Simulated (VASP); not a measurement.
# Bi (Im-3m) in VASP: further runs

Bi is run at these levels: LDA, b88 exchange, pbe correlation; tasks: single point.

Program: VASP 6.6.1. These are calculated values, not measurements. Logs are shortened: lines on timing, memory, paths and dates and some standing lists are left out, and cuts for length are marked.

## (1) The cell of the first run

It takes space group Im-3m (No. 229, cubic). The conventional cell has a = 3.909 Å, b = 3.909 Å, c = 3.909 Å, α = 90.00°, β = 90.00°, γ = 90.00°. Within 4.5 Å of Bi (site symmetry m-3m) lie 14 Bi at 3.39 to 3.91 Å.

This isn't the form of Bi at room conditions, which is rhombohedral.

## (2) Single point, LDA, non-collinear spin, zero start, spin-orbit coupling (29.87 Å³/atom)

File INCAR:

```
SYSTEM = Bi
PREC = Accurate
ENCUT = 500
EDIFF = 1E-6
ISMEAR = -1
SIGMA = 0.01
LREAL = .False.
LASPH = .True.
NELM = 200
ALGO = Normal
ISIF = 2
LWAVE = .False.
LCHARG = .False.
MAGMOM = 0 0 0
LORBIT = 11
LSORBIT = .True.
GGA_COMPAT = .False.
LORBMOM = .True.
NBANDS = 26
```

File KPOINTS:

```
Automatic mesh
0
Gamma
  7 7 7
  0 0 0
```

File POSCAR:

```
Bi
1.0
   -1.9546511600      1.9546511600      1.9546511600
    1.9546511600     -1.9546511600      1.9546511600
    1.9546511600      1.9546511600     -1.9546511600
Bi
1
Direct
    0.0000000000      0.0000000000      0.0000000000
```

Potentials or basis: VASP PAW LDA potentials, release 64 (Bi_d).

Launch:

```sh
> cat potpaw_LDA.64/Bi_d/POTCAR > POTCAR
> mpirun -np 1 vasp_ncl > vasp.out
```

OUTCAR:

```text
SYSTEM = Bi
   PREC = Accurate
   ENCUT = 500
   EDIFF = 1E-6
   ISMEAR = -1
   LREAL = .False.
   LASPH = .True.
   NELM = 200
   ISIF = 2
   LORBIT = 11
   LSORBIT = .True.

 ion  position               nearest neighbor table
   1  0.000  0.000  0.000-

  LATTYP: Found a body centered cubic cell.
 ALAT       =     3.9093023200

  Lattice vectors:

 A1 = (  -1.9546511600,   1.9546511600,   1.9546511600)
 A2 = (   1.9546511600,  -1.9546511600,   1.9546511600)
 A3 = (   1.9546511600,   1.9546511600,  -1.9546511600)

Analysis of symmetry for initial positions (statically):
=====================================================================
 Subroutine PRICEL returns:
 Original cell was already a primitive cell.

 Routine SETGRP: Setting up the symmetry group for a
 body centered cubic supercell.

 Subroutine GETGRP returns: Found 48 space group operations
 (whereof 48 operations were pure point group operations)
 out of a pool of 48 trial point group operations.

The static configuration has the point symmetry O_h .

Analysis of symmetry for dynamics (positions and initial velocities):
=====================================================================
 Subroutine PRICEL returns:
 Original cell was already a primitive cell.

 Routine SETGRP: Setting up the symmetry group for a
 body centered cubic supercell.

 Subroutine GETGRP returns: Found 48 space group operations
 (whereof 48 operations were pure point group operations)
 out of a pool of 48 trial point group operations.

The dynamic configuration has the point symmetry O_h .

Analysis of structural, dynamic, and magnetic symmetry:
=====================================================================
 Subroutine PRICEL returns:
 Original cell was already a primitive cell.

 Routine SETGRP: Setting up the symmetry group for a
 body centered cubic supercell.

 Subroutine GETGRP returns: Found 48 space group operations
 (whereof 48 operations were pure point group operations)
 out of a pool of 48 trial point group operations.

The overall configuration has the point symmetry O_h .

 Subroutine INISYM returns: Found 48 space group operations
 (whereof 48 operations are pure point group operations),
 and found     1 'primitive' translations

----------------------------------------------------------------------------------------

                                     Primitive cell

  volume of cell :      29.8722

  direct lattice vectors                    reciprocal lattice vectors
    -1.954651160  1.954651160  1.954651160     0.000000000  0.255800119  0.255800119
     1.954651160 -1.954651160  1.954651160     0.255800119  0.000000000  0.255800119
     1.954651160  1.954651160 -1.954651160     0.255800119  0.255800119  0.000000000

  length of vectors
     3.385555120  3.385555120  3.385555120     0.361755998  0.361755998  0.361755998

  position of ions in fractional coordinates (direct lattice)
     0.000000000  0.000000000  0.000000000

  ion indices of the primitive-cell ions
   primitive index   ion index
                 1           1

----------------------------------------------------------------------------------------

 KPOINTS: Automatic mesh

Automatic generation of k-mesh.
 Grid dimensions read from file:
 generate k-points for:    7    7    7

 Generating k-lattice:

  Cartesian coordinates                     Fractional coordinates (reciprocal lattice)
     0.000000000  0.036542874  0.036542874     0.142857143  0.000000000  0.000000000
     0.036542874  0.000000000  0.036542874     0.000000000  0.142857143  0.000000000
     0.036542874  0.036542874  0.000000000     0.000000000  0.000000000  0.142857143

  Length of vectors
     0.051679428  0.051679428  0.051679428

  Shift w.r.t. Gamma in fractional coordinates (k-lattice)
     0.000000000  0.000000000  0.000000000

 Subroutine IBZKPT returns following result:
 ===========================================

 Found     20 irreducible k-points:
[... 39 lines left out ...]
   ENCUT  =  500.0 eV  36.75 Ry    6.06 a.u.   6.17  6.17  6.17*2*pi/ulx,y,z
   NELM   =    200;   NELMIN=  2; NELMDL= -5     # of ELM steps
   EDIFF  = 0.1E-05   stopping-criterion for ELM
   LREAL  =      F    real-space projection
   EDIFFG = 0.1E-04   stopping-criterion for IOM
   NSW    =      0    number of steps for IOM
   IBRION =     -1    ionic relax: 0-MD 1-quasi-New 2-CG
   NFREE  =      0    steps in history (QN), initial steepest desc. (CG)
   ISIF   =      2    stress and relaxation
   ISYM   =      2    0-nonsym 1-usesym 2-fastsym
   POTIM  = 0.5000    time-step for ionic-motion
   TEBEG  =    0.0;   TEEND  =   0.0 temperature during run
   PSTRESS=    0.0 pullay stress
   NELECT =      15.0000    total number of electrons
   NUPDOWN=      -1.0000    fix difference up-down
   EMIN   =  10.00;   EMAX   =-10.00  energy-range for DOS
   EFERMI =   0.00;   METHOD = LEGACY
   ISMEAR =    -1;   SIGMA  =   0.01  broadening in eV -4-tet -1-fermi 0-gaus
   EFERMI_NEDOS =   21; number of points for ismear=-14 and -15
   IALGO  =     38    algorithm
   IMIX   =      4    mixing-type and parameters
     AMIX     =   0.40;   BMIX     =  1.00
     AMIX_MAG =   1.60;   BMIX_MAG =  1.00
  volume/ion in A,a.u.               =      29.87       201.59
  Fermi-wavevector in a.u.,A,eV,Ry     =   1.301216  2.458941 23.036875  1.693163
  Thomas-Fermi vector in A             =   2.432364
   LORBIT       =     11    0 simple, 1 ext, 2 COOP (PROOUT), +10 PAW based schemes
   GGA     = CA    functional components
   LHFCALC =     F    Hartree Fock is set to
   AEXX    =    0.0000 exact exchange contribution
   IVDW    =     0    specifies the selected vdW correction
   LEPSILON=     F    determine dielectric tensor
   LRPA    =     F    only Hartree local field effects (RPA)
  energy-cutoff  :      500.00
  volume of cell :       29.87
 maximum number of plane-waves:      1540
 NGX is ok and might be reduce to    28
   NGX = 13   NGY = 13   NGZ = 13

 number of electron      15.0000000 magnetization       0.0000000      0.0000000      0.0000000

 number of electron      15.0000001 magnetization       0.0000000     -0.0000000     -0.0000000

 number of electron      15.0000001 magnetization      -0.0000000      0.0000000      0.0000000

 Free energy of the ion-electron system (eV)
  ---------------------------------------------------
  ext. energy  EPLUGINS =         0.00000000
  ---------------------------------------------------
  free energy    TOTEN  =        -5.27976477 eV

  energy without entropy =       -5.27904457  energy(sigma->0) =       -5.27940467

 E-fermi :   8.4641     XC(G=0): -10.7013

 val. band max:        8.0538266521   @ k =  -0.2857   0.2857   0.2857
 cond. band min:       8.4791605731   @ k =  -0.4286   0.4286   0.2857
 fundamental gap:      0.4253339210
 Fermi energy:         8.4640963770

 k-point     1 :       0.0000    0.0000    0.0000
  band No.  band energies     occupation
      1     -16.3422      1.00000
      2     -16.3422      1.00000
      3     -16.3422      1.00000
      4     -16.3422      1.00000
      5     -13.4469      1.00000
      6     -13.4469      1.00000
[... 569 lines left out ...]
     25      24.3045      0.00000
     26      24.3047      0.00000

------------------------ aborting loop because EDIFF is reached ----------------------------------------

  FORCE on cell =-STRESS in cart. coord.  units (eV):
  Direction    XX          YY          ZZ          XY          YZ          ZX
  --------------------------------------------------------------------------------------
  -------------------------------------------------------------------------------------
  Total        0.1061710      0.1061710      0.1061710      0.0000000      0.0000000      0.0000000
  in kB        5.6944122      5.6944122      5.6944122      0.0000000      0.0000000      0.0000000
  external PRESSURE =       5.6944122 kB  Pullay stress =       0.0000000 kB

 VOLUME and BASIS-vectors are now :
 -----------------------------------------------------------------------------
  energy-cutoff  :      500.00
  volume of cell :       29.87
      direct lattice vectors                 reciprocal lattice vectors
    -1.954651160  1.954651160  1.954651160     0.000000000  0.255800119  0.255800119
     1.954651160 -1.954651160  1.954651160     0.255800119  0.000000000  0.255800119
     1.954651160  1.954651160 -1.954651160     0.255800119  0.255800119  0.000000000

 POSITION                                       TOTAL-FORCE (eV/Angst)
 -----------------------------------------------------------------------------------
      0.00000      0.00000      0.00000        -0.000000      0.000000     -0.000000
 -----------------------------------------------------------------------------------
    total drift:                               -0.000000     -0.000000     -0.000000

  FREE ENERGIE OF THE ION-ELECTRON SYSTEM (eV)
  ---------------------------------------------------
  free  energy   TOTEN  =        -5.2797647667 eV

  energy  without entropy=       -5.2790445728  energy(sigma->0) =       -5.27940467

 orbital moment (x)

 # of ion     p       d       tot
 ----------------------------------------
  1        -0.000  -0.000  -0.000
 ----------------------------------------
           -0.000  -0.000  -0.000

 orbital moment (y)

 # of ion     p       d       tot
 ----------------------------------------
  1         0.000   0.000   0.000
 ----------------------------------------
            0.000   0.000   0.000

 orbital moment (z)

 # of ion     p       d       tot
 ----------------------------------------
  1         0.000   0.000   0.000
 ----------------------------------------
            0.000   0.000   0.000

 Spin-Orbit-Coupling matrix elements

 Ion:    1  E_soc:     -1.7708439
 l=   1
     0.0000000    -0.2274926    -0.2274926
    -0.2274926     0.0000000    -0.2274926
    -0.2274926    -0.2274926     0.0000000
 l=   2
     0.0000000    -0.0135683     0.0000000    -0.0135683    -0.0540797
    -0.0135683     0.0000000    -0.0405598    -0.0135683    -0.0135199
     0.0000000    -0.0405598     0.0000000    -0.0405598     0.0000000
    -0.0135683    -0.0135683    -0.0405598     0.0000000    -0.0135199
    -0.0540797    -0.0135199     0.0000000    -0.0135199     0.0000000
 l=   3
     0.0000000     0.0000000     0.0000000     0.0000000     0.0000000     0.0000000     0.0000000
     0.0000000     0.0000000     0.0000000     0.0000000     0.0000000     0.0000000     0.0000000
     0.0000000     0.0000000     0.0000000     0.0000000     0.0000000     0.0000000     0.0000000
     0.0000000     0.0000000     0.0000000     0.0000000     0.0000000     0.0000000     0.0000000
     0.0000000     0.0000000     0.0000000     0.0000000     0.0000000     0.0000000     0.0000000
     0.0000000     0.0000000     0.0000000     0.0000000     0.0000000     0.0000000     0.0000000
     0.0000000     0.0000000     0.0000000     0.0000000     0.0000000     0.0000000     0.0000000

 total charge

# of ion       s       p       d       tot
------------------------------------------
    1        1.549   1.310   9.921  12.780

 magnetization (x)

# of ion       s       p       d       tot
------------------------------------------
    1        0.000  -0.000  -0.000   0.000

 magnetization (y)

# of ion       s       p       d       tot
------------------------------------------
    1        0.000   0.000   0.000   0.000

 magnetization (z)

# of ion       s       p       d       tot
------------------------------------------
    1        0.000   0.000   0.000   0.000
```

It took 16 s on 1 thread of Intel Xeon 6975P-C (Granite Rapids), shared host; peak memory 0.2 GiB.

Results:

```yaml
Free_energy: -5.2798 eV
Pressure: 0.6 GPa
Net_moment: 0.00 μB per cell
Valence_electrons_inside_the_program's_atomic_spheres: Bi 12.78
```

Moments on the atoms (μB; x, y, z):
```
Bi  0.00 0.00 0.00
```

## (3) Single point, b88 exchange, pbe correlation

This run uses another cell than the first one, of 29.25 Å³/atom.

File INCAR:

```
  ALGO = Normal
  EDIFF = 1E-6
  ENCUT = 500
  GGA = LIBXC
  GGA_COMPAT = F
  ISIF = 2
  ISMEAR = -1
  LASPH = T
  LCHARG = F
  LIBXC1 = GGA_X_B88
  LIBXC2 = GGA_C_PBE
  LREAL = F
  LWAVE = F
  NBANDS = 14
  NELM = 120
  PREC = Accurate
  SIGMA = 0.05
```

File KPOINTS:

```
k-points
0
Gamma
  9 9 9
```

File POSCAR:

```
Bi
1.0
   -1.9409818243      1.9409818243      1.9409818243
    1.9409818243     -1.9409818243      1.9409818243
    1.9409818243      1.9409818243     -1.9409818243
Bi
1
Direct
    0.0000000000      0.0000000000      0.0000000000
```

Potentials or basis: VASP PAW PBE potentials, release 64 (Bi_d).

Launch:

```sh
> cat potpaw_PBE.64/Bi_d/POTCAR > POTCAR
> mpirun -np 1 vasp_std > vasp.out
```

OUTCAR:

```text
EDIFF = 1E-6
   ENCUT = 500
   GGA = LIBXC
   ISIF = 2
   ISMEAR = -1
   LASPH = T
   LREAL = F
   NELM = 120
   PREC = Accurate

 ion  position               nearest neighbor table
   1  0.000  0.000  0.000-

  LATTYP: Found a body centered cubic cell.
 ALAT       =     3.8819636486

  Lattice vectors:

 A1 = (  -1.9409818243,   1.9409818243,   1.9409818243)
 A2 = (   1.9409818243,  -1.9409818243,   1.9409818243)
[... 585 lines left out ...]
     12      18.7907      0.00000
     13      20.4049      0.00000
     14      26.8256      0.00000

 [... further k-points ...]

------------------------ aborting loop because EDIFF is reached ----------------------------------------

  FORCE on cell =-STRESS in cart. coord.  units (eV):
  Direction    XX          YY          ZZ          XY          YZ          ZX
  --------------------------------------------------------------------------------------
  -------------------------------------------------------------------------------------
  Total        0.8491799      0.8491799      0.8491799     -0.0000000      0.0000000     -0.0000000
  in kB       46.5142352     46.5142352     46.5142352     -0.0000000      0.0000000     -0.0000000
  external PRESSURE =      46.5142352 kB  Pullay stress =       0.0000000 kB

 VOLUME and BASIS-vectors are now :
 -----------------------------------------------------------------------------
  energy-cutoff  :      500.00
  volume of cell :       29.25
      direct lattice vectors                 reciprocal lattice vectors
    -1.940981824  1.940981824  1.940981824     0.000000000  0.257601588  0.257601588
     1.940981824 -1.940981824  1.940981824     0.257601588  0.000000000  0.257601588
     1.940981824  1.940981824 -1.940981824     0.257601588  0.257601588  0.000000000

 POSITION                                       TOTAL-FORCE (eV/Angst)
 -----------------------------------------------------------------------------------
      0.00000      0.00000      0.00000         0.000000      0.000000      0.000000
 -----------------------------------------------------------------------------------
    total drift:                               -0.000000     -0.000000     -0.000000

  FREE ENERGIE OF THE ION-ELECTRON SYSTEM (eV)
  ---------------------------------------------------
  free  energy   TOTEN  =        -3.6170917684 eV

  energy  without entropy=       -3.6123123497  energy(sigma->0) =       -3.61470206
```

It took 25 s on 1 thread of Intel Xeon Platinum 8259CL at 2.50GHz (Skylake/Cascade Lake), shared host; peak memory 0.15 GiB.

Results:

* Free energy: -3.6171 eV
* Pressure: 4.7 GPa
* Band gap on the k mesh: zero (an odd number of electrons rules out a gap without spin polarisation)

Levels at points of the mesh, in eV from the Fermi level:
```
           k point  band 3  band 4  band 5  band 6  band 7  band 8  band 9  band 10  band 11  band 12
(0.00, 0.00, 0.00)  -23.20  -23.04  -23.04  -14.09    5.44    5.44    5.44     9.89    10.41    10.41
```

Caveat: the cell stands under pressure; the PAW data sets were made with another functional, which shifts forces and pressure a little; spin-orbit coupling is left out, which moves the levels of the heavy elements.
